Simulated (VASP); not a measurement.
# CrMo3 (Pm-3m) in VASP: a series of runs

The runs below take CrMo3 through single point, with PBEsol.

Program: VASP 6.6.1. These are calculated values, not measurements. Logs are shortened: lines on timing, memory, paths and dates and some standing lists are left out, and cuts for length are marked.

### 1 The cell of the first run

It takes space group Pm-3m (No. 221, cubic). The conventional cell has a = 3.878 Å, b = 3.878 Å, c = 3.878 Å, α = 90.00°, β = 90.00°, γ = 90.00°. Within 3.6 Å of Mo (site symmetry 4/mmm) lie 8 Mo at 2.74 Å and 4 Cr at 2.74 Å. Within 3.6 Å of Cr (site symmetry m-3m) lie 12 Mo at 2.74 Å.

### 2 Single point, PBEsol, collinear spin, ferromagnetic start

INCAR reads:

```
PREC     = Accurate       # precision mode
ENCUT    = 520            # plane-wave cutoff, eV
EDIFF    = 1E-6           # SCF threshold, eV
ISMEAR   = 0              # smearing method
SIGMA    = 0.1            # smearing width, eV
LREAL    = F              # projectors in reciprocal space
LASPH    = T              # aspherical terms in the spheres
NELM     = 150            # most SCF steps
ALGO     = Normal         # electronic algorithm
ISIF     = 2              # what is computed and relaxed
LWAVE    = F              # write WAVECAR
LCHARG   = F              # write CHGCAR
ISPIN    = 2              # spin polarisation
MAGMOM   = 0 0 0 0.52     # initial moments
LORBIT   = 11             # projections on sites
NUPDOWN  = 0.5            # fixed moment
LMAXMIX  = 4              # l up to which the mixer works
GGA      = PS             # functional
NBANDS   = 39             # bands
```

KPOINTS reads:

```
Automatic mesh
0
Gamma
  12 12 12
```

POSCAR reads:

```
CrMo3
1.0
    3.8784800205      0.0000000000      0.0000000000
    0.0000000000      3.8784800205      0.0000000000
    0.0000000000      0.0000000000      3.8784800205
Mo Cr
3 1
Direct
    0.0000000000      0.5000000000      0.5000000000
    0.5000000000      0.0000000000      0.5000000000
    0.5000000000      0.5000000000      0.0000000000
    0.0000000000      0.0000000000      0.0000000000
```

Potentials or basis: VASP PAW PBE potentials, release 64 (Mo_sv, Cr_pv).

Run with:

```console
cat potpaw_PBE.64/Mo_sv/POTCAR potpaw_PBE.64/Cr_pv/POTCAR > POTCAR
mpirun -np 1 vasp_std > vasp.out
```

OUTCAR:

```text
PREC = Accurate
   ENCUT = 520
   EDIFF = 1E-6
   ISMEAR = 0
   LREAL = F
   LASPH = T
   NELM = 150
   ISIF = 2
   ISPIN = 2
   LORBIT = 11
   NUPDOWN = 0.5
   GGA = PS

 ion  position               nearest neighbor table
   1  0.000  0.500  0.500-   2 2.74   3 2.74   4 2.74   3 2.74   4 2.74   2 2.74   4 2.74   4 2.74
                             2 2.74   3 2.74   3 2.74   2 2.74
   2  0.500  0.000  0.500-   1 2.74   3 2.74   4 2.74   3 2.74   4 2.74   1 2.74   3 2.74   3 2.74
                             1 2.74   4 2.74   4 2.74   1 2.74
   3  0.500  0.500  0.000-   1 2.74   2 2.74   4 2.74   1 2.74   2 2.74   2 2.74   4 2.74   2 2.74
                             1 2.74   4 2.74   1 2.74   4 2.74
   4  0.000  0.000  0.000-   1 2.74   2 2.74   3 2.74   1 2.74   2 2.74   1 2.74   3 2.74   1 2.74
                             2 2.74   3 2.74   2 2.74   3 2.74

  LATTYP: Found a simple cubic cell.
 ALAT       =     3.8784800205

  Lattice vectors:

 A1 = (   3.8784800205,   0.0000000000,   0.0000000000)
 A2 = (   0.0000000000,   3.8784800205,   0.0000000000)
 A3 = (   0.0000000000,   0.0000000000,   3.8784800205)

Analysis of symmetry for initial positions (statically):
=====================================================================
 Subroutine PRICEL returns:
 Original cell was already a primitive cell.

 Routine SETGRP: Setting up the symmetry group for a
 simple cubic supercell.

 Subroutine GETGRP returns: Found 48 space group operations
 (whereof 48 operations were pure point group operations)
 out of a pool of 48 trial point group operations.

The static configuration has the point symmetry O_h .

Analysis of symmetry for dynamics (positions and initial velocities):
=====================================================================
 Subroutine PRICEL returns:
 Original cell was already a primitive cell.

 Routine SETGRP: Setting up the symmetry group for a
 simple cubic supercell.

 Subroutine GETGRP returns: Found 48 space group operations
 (whereof 48 operations were pure point group operations)
 out of a pool of 48 trial point group operations.

The dynamic configuration has the point symmetry O_h .

Analysis of structural, dynamic, and magnetic symmetry:
=====================================================================
 Subroutine PRICEL returns:
 Original cell was already a primitive cell.

 Routine SETGRP: Setting up the symmetry group for a
 simple cubic supercell.

 Subroutine GETGRP returns: Found 48 space group operations
 (whereof 48 operations were pure point group operations)
 out of a pool of 48 trial point group operations.

The overall configuration has the point symmetry O_h .

 Subroutine INISYM returns: Found 48 space group operations
 (whereof 48 operations are pure point group operations),
 and found     1 'primitive' translations

----------------------------------------------------------------------------------------

                                     Primitive cell

  volume of cell :      58.3425

  direct lattice vectors                    reciprocal lattice vectors
     3.878480021  0.000000000  0.000000000     0.257832964  0.000000000  0.000000000
     0.000000000  3.878480021  0.000000000     0.000000000  0.257832964  0.000000000
     0.000000000  0.000000000  3.878480021     0.000000000  0.000000000  0.257832964

  length of vectors
     3.878480021  3.878480021  3.878480021     0.257832964  0.257832964  0.257832964

  position of ions in fractional coordinates (direct lattice)
     0.000000000  0.500000000  0.500000000
     0.500000000  0.000000000  0.500000000
     0.500000000  0.500000000  0.000000000
     0.000000000  0.000000000  0.000000000

  ion indices of the primitive-cell ions
   primitive index   ion index
                 1           1
                 2           2
                 3           3
                 4           4

----------------------------------------------------------------------------------------

 KPOINTS: Automatic mesh

Automatic generation of k-mesh.
 Grid dimensions read from file:
 generate k-points for:   12   12   12

 Generating k-lattice:

  Cartesian coordinates                     Fractional coordinates (reciprocal lattice)
     0.021486080  0.000000000  0.000000000     0.083333333  0.000000000  0.000000000
     0.000000000  0.021486080  0.000000000     0.000000000  0.083333333  0.000000000
     0.000000000  0.000000000  0.021486080     0.000000000  0.000000000  0.083333333

  Length of vectors
     0.021486080  0.021486080  0.021486080

  Shift w.r.t. Gamma in fractional coordinates (k-lattice)
     0.000000000  0.000000000  0.000000000

 Subroutine IBZKPT returns following result:
 ===========================================

 Found     84 irreducible k-points:

 Following reciprocal coordinates:
            Coordinates               Weight
  0.000000  0.000000  0.000000      1.000000
  0.083333  0.000000  0.000000      6.000000
  0.166667  0.000000  0.000000      6.000000
  0.250000  0.000000  0.000000      6.000000
  0.333333  0.000000  0.000000      6.000000
  0.416667  0.000000  0.000000      6.000000
[... 16 lines left out ...]
  0.333333  0.333333  0.000000     12.000000
  0.416667  0.333333  0.000000     24.000000
 [... further k-points ...]
   k-points           NKPTS =     84   k-points in BZ     NKDIM =     84   number of bands    NBANDS=     39
   number of dos      NEDOS =    301   number of ions     NIONS =      4
   total plane-waves  NPLWV =  27000
   dimension x,y,z NGX =    30 NGY =   30 NGZ =   30
   dimension x,y,z NGXF=    60 NGYF=   60 NGZF=   60
   ions per type =               3   1
   NGX,Y,Z   is equivalent  to a cutoff of  12.86, 12.86, 12.86 a.u.
   NGXF,Y,Z  is equivalent  to a cutoff of  25.72, 25.72, 25.72 a.u.
 SYSTEM =  unknown system
   PREC   = accura    normal or accurate (medium, high low for compatibility)
   ISTART =      0    job   : 0-new  1-cont  2-samecut
   ICHARG =      2    charge: 1-file 2-atom 10-const
   ISPIN  =      2    spin polarized calculation?
   LNONCOLLINEAR =      F non collinear calculations
   LSORBIT =      F    spin-orbit coupling
   LASPH  =      T    aspherical Exc in radial PAW
   ENCUT  =  520.0 eV  38.22 Ry    6.18 a.u.   7.21  7.21  7.21*2*pi/ulx,y,z
   NELM   =    150;   NELMIN=  2; NELMDL= -5     # of ELM steps
   EDIFF  = 0.1E-05   stopping-criterion for ELM
   LREAL  =      F    real-space projection
   EDIFFG = 0.1E-04   stopping-criterion for IOM
   NSW    =      0    number of steps for IOM
   IBRION =     -1    ionic relax: 0-MD 1-quasi-New 2-CG
   NFREE  =      0    steps in history (QN), initial steepest desc. (CG)
   ISIF   =      2    stress and relaxation
   ISYM   =      2    0-nonsym 1-usesym 2-fastsym
   POTIM  = 0.5000    time-step for ionic-motion
   TEBEG  =    0.0;   TEEND  =   0.0 temperature during run
   PSTRESS=    0.0 pullay stress
   NELECT =      54.0000    total number of electrons
   NUPDOWN=       0.5000    fix difference up-down
   EMIN   =  10.00;   EMAX   =-10.00  energy-range for DOS
   EFERMI =   0.00;   METHOD = LEGACY
   ISMEAR =     0;   SIGMA  =   0.10  broadening in eV -4-tet -1-fermi 0-gaus
   EFERMI_NEDOS =   21; number of points for ismear=-14 and -15
   IALGO  =     38    algorithm
   IMIX   =      4    mixing-type and parameters
     AMIX     =   0.40;   BMIX     =  1.00
     AMIX_MAG =   1.60;   BMIX_MAG =  1.00
  volume/ion in A,a.u.               =      14.59        98.43
  Fermi-wavevector in a.u.,A,eV,Ry     =   1.595430  3.014926 34.632244  2.545398
  Thomas-Fermi vector in A             =   2.693350
   LORBIT       =     11    0 simple, 1 ext, 2 COOP (PROOUT), +10 PAW based schemes
   GGA     = PS    functional components
   LHFCALC =     F    Hartree Fock is set to
   AEXX    =    0.0000 exact exchange contribution
   IVDW    =     0    specifies the selected vdW correction
   LEPSILON=     F    determine dielectric tensor
   LRPA    =     F    only Hartree local field effects (RPA)
 spin polarized calculation
 Gauss-broadening in eV      SIGMA  =   0.10
  energy-cutoff  :      520.00
  volume of cell :       58.34
 maximum number of plane-waves:      1596
 NGX is ok and might be reduce to    30
   NGX = 15   NGY = 15   NGZ = 15

 number of electron      53.9999981 magnetization       0.4999929

 Free energy of the ion-electron system (eV)
  ---------------------------------------------------
  ext. energy  EPLUGINS =         0.00000000
  ---------------------------------------------------
  free energy    TOTEN  =       -43.72157916 eV

  energy without entropy =      -43.69343167  energy(sigma->0) =      -43.70750542

 E-fermi :  11.7649     XC(G=0): -13.5769

 val. band max:       11.7819666597   @ k =   0.3333   0.1667   0.0833
 cond. band min:      11.7744827753   @ k =   0.3333   0.3333   0.3333
 fundamental gap:     -0.0074838843
 Fermi energy:        11.7832431866

 spin component 1

 k-point     1 :       0.0000    0.0000    0.0000
  band No.  band energies     occupation
      1     -48.7750      1.00000
      2     -48.4483      1.00000
      3     -48.4483      1.00000
      4     -31.0041      1.00000
      5     -31.0041      1.00000
      6     -31.0041      1.00000
[... 997 lines left out ...]
     38      18.6988      0.00000
     39      19.0188      0.00000

 [... further k-points ...]

 spin component 2

 k-point     1 :       0.0000    0.0000    0.0000
  band No.  band energies     occupation
      1     -48.7793      1.00000
      2     -48.4528      1.00000
      3     -48.4528      1.00000
      4     -30.5277      1.00000
      5     -30.5277      1.00000
      6     -30.5277      1.00000
[... 997 lines left out ...]
     38      18.7345      0.00000
     39      19.5765      0.00000

 [... further k-points ...]

------------------------ aborting loop because EDIFF is reached ----------------------------------------

  FORCE on cell =-STRESS in cart. coord.  units (eV):
  Direction    XX          YY          ZZ          XY          YZ          ZX
  --------------------------------------------------------------------------------------
  -------------------------------------------------------------------------------------
  Total        0.1870798      0.1870798      0.1870798      0.0000000      0.0000000     -0.0000000
  in kB        5.1375118      5.1375118      5.1375118      0.0000000      0.0000000     -0.0000000
  external PRESSURE =       5.1375118 kB  Pullay stress =       0.0000000 kB

 VOLUME and BASIS-vectors are now :
 -----------------------------------------------------------------------------
  energy-cutoff  :      520.00
  volume of cell :       58.34
      direct lattice vectors                 reciprocal lattice vectors
     3.878480021  0.000000000  0.000000000     0.257832964  0.000000000  0.000000000
     0.000000000  3.878480021  0.000000000     0.000000000  0.257832964  0.000000000
     0.000000000  0.000000000  3.878480021     0.000000000  0.000000000  0.257832964

 POSITION                                       TOTAL-FORCE (eV/Angst)
 -----------------------------------------------------------------------------------
      0.00000      1.93924      1.93924         0.000000      0.000000      0.000000
      1.93924      0.00000      1.93924         0.000000      0.000000      0.000000
      1.93924      1.93924      0.00000         0.000000      0.000000      0.000000
      0.00000      0.00000      0.00000         0.000000      0.000000      0.000000
 -----------------------------------------------------------------------------------
    total drift:                                0.000000      0.000000     -0.000000

  FREE ENERGIE OF THE ION-ELECTRON SYSTEM (eV)
  ---------------------------------------------------
  free  energy   TOTEN  =       -43.7215791618 eV

  energy  without entropy=      -43.6934316736  energy(sigma->0) =      -43.70750542

 total charge

# of ion       s       p       d       tot
------------------------------------------
    1        2.405   6.191   4.003  12.599
    2        2.405   6.191   4.003  12.599
    3        2.405   6.191   4.003  12.599
    4        0.402   6.340   4.160  10.902
--------------------------------------------------
tot          7.616  24.914  16.169  48.699

 magnetization (x)

# of ion       s       p       d       tot
------------------------------------------
    1       -0.001   0.002  -0.008  -0.008
    2       -0.001   0.002  -0.008  -0.008
    3       -0.001   0.002  -0.008  -0.008
    4        0.006   0.007   0.473   0.486
--------------------------------------------------
tot          0.002   0.012   0.449   0.463
```

Wall time 10 min (1 thread of Intel Xeon 8259CL, shared host); peak memory 0.38 GiB.

What came out:

```yaml
Free_energy: -43.7216 eV
Pressure: 0.5 GPa
Net_moment: 0.50 μB per cell
Site_moments: Mo -0.01; Cr +0.49 μB
Valence_electrons_inside_the_program's_atomic_spheres: Mo 12.60; Cr 10.90
```

Caveat: the PAW data sets were made with another functional, which shifts forces and pressure a little; the total moment is fixed, so each spin has its own Fermi level and the state may be an excited one.

### 3 Single point, PBEsol

INCAR reads:

```
SYSTEM = CrMo3
ALGO     = Fast           ! electronic algorithm
EDIFF    = 1E-6           ! SCF threshold, eV
ENCUT    = 520            ! plane-wave cutoff, eV
GGA      = PS             ! functional
ISIF     = 2              ! what is computed and relaxed
ISMEAR   = 0              ! smearing method
LASPH    = .True.         ! aspherical terms in the spheres
LCHARG   = .False.        ! write CHGCAR
LREAL    = .False.        ! projectors in reciprocal space
LWAVE    = .False.        ! write WAVECAR
NBANDS   = 35             ! bands
NELM     = 100            ! most SCF steps
PREC     = Accurate       ! precision mode
SIGMA    = 0.1            ! smearing width, eV
```

KPOINTS reads:

```
k-points
0
Gamma
  12 12 12
  0 0 0
```

POSCAR is that of step 2.

Potentials or basis: VASP PAW PBE potentials, release 64 (Mo_sv, Cr_pv).

Run with:

```console
cat potpaw_PBE.64/Mo_sv/POTCAR potpaw_PBE.64/Cr_pv/POTCAR > POTCAR
mpirun -np 1 vasp_std > vasp.out
```

Run time: 2.7 min. Hardware: 1 thread of Intel Xeon Platinum 8488C (Sapphire Rapids), shared host; peak memory 0.26 GiB.

It converged, with:

```
Free energy            : -43.7242 eV
Pressure               : 0.3 GPa
Band gap on the k mesh : zero (bands 27 and 28 overlap by 2.01 eV)
```

Levels at points of the mesh, in eV from the Fermi level:
```tsv
k point	band 25	band 26	band 27	band 28	band 29	band 30
(0.00, 0.00, 0.00)	-0.61	1.60	1.60	3.46	3.46	3.57
(0.50, 0.00, 0.00)	-1.45	0.05	0.21	0.94	0.94	1.01
(0.50, 0.50, 0.00)	-1.54	-1.54	-1.12	0.31	0.67	0.67
(0.50, 0.50, 0.50)	-0.83	-0.61	-0.61	1.32	1.32	1.32
```

Caveat: the PAW data sets were made with another functional, which shifts forces and pressure a little; the run has no spin polarisation, though such a crystal can be magnetic.

[end of part 1 of 3]

The gap in the log of VASP goes by the Fermi energy; the results here count the filled bands.